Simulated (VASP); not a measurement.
H2CI2: single point with PBE

The system is H2CI2.

```
H C I
1.0
     0.00000    6.54348    2.56951
     4.10176    0.00000    2.56951
     4.10176    6.54348    0.00000
H C I
2 1 2
Cartesian
  5.0076 6.5435 4.5243
  3.1960 6.5435 4.5243
  4.1018 6.5435 5.1323
  4.1018 8.3459 1.1732
  4.1018 4.7411 1.1732
```

```yaml
Program: VASP 6.6.1
Task: single point
Functional: PBE
Potentials_or_basis: VASP PAW PBE potentials, release 64 (H, C, I)
Cutoff: 520 eV
k_mesh: 6 × 6 × 6
Occupations: gaussian, width 0.02 eV
Spin: no spin polarisation
```

```
Pressure               : 0.0 GPa
Largest force          : 0.033 eV/Å
Band gap on the k mesh : 2.96 eV, indirect (least direct gap 3.06 eV)
```

Forces in eV/Å, atoms in the order of the input:
```
H    0.018  0.000 -0.012
H   -0.018  0.000 -0.012
C    0.000  0.000  0.033
I    0.000 -0.009 -0.004
I    0.000  0.009 -0.004
```

Stress tensor (GPa, compression positive):
```
 0.01  0.00  0.00
 0.00 -0.09  0.00
 0.00  0.00 -0.04
```

Levels at points of the mesh, in eV from the valence-band top:
```tsv
k point	band 7	band 8	band 9	band 10	band 11	band 12	band 13	band 14
(0.00, 0.00, 0.00)	-0.60	-0.20	-0.07	0.00	3.19	4.81	5.03	6.40
(0.50, 0.00, 0.00)	-1.05	-0.58	-0.39	-0.07	3.60	4.77	5.90	7.01
(0.50, 0.50, 0.00)	-1.30	-1.15	-0.25	-0.24	3.27	4.41	7.40	7.52
(0.50, 0.00, 0.50)	-1.03	-0.21	-0.21	-0.10	2.96	4.49	6.21	6.60
(0.00, 0.50, 0.50)	-0.89	-0.64	-0.60	-0.15	3.43	4.59	6.91	6.91
```

Wall time 110 s on 1 thread of AMD EPYC 9R45 96-Core Processor (Zen 5), on a shared host, peak memory 0.35 GiB.

Caveat: spin-orbit coupling is left out, which moves the levels of the heavy elements. A k mesh can miss the band edges.
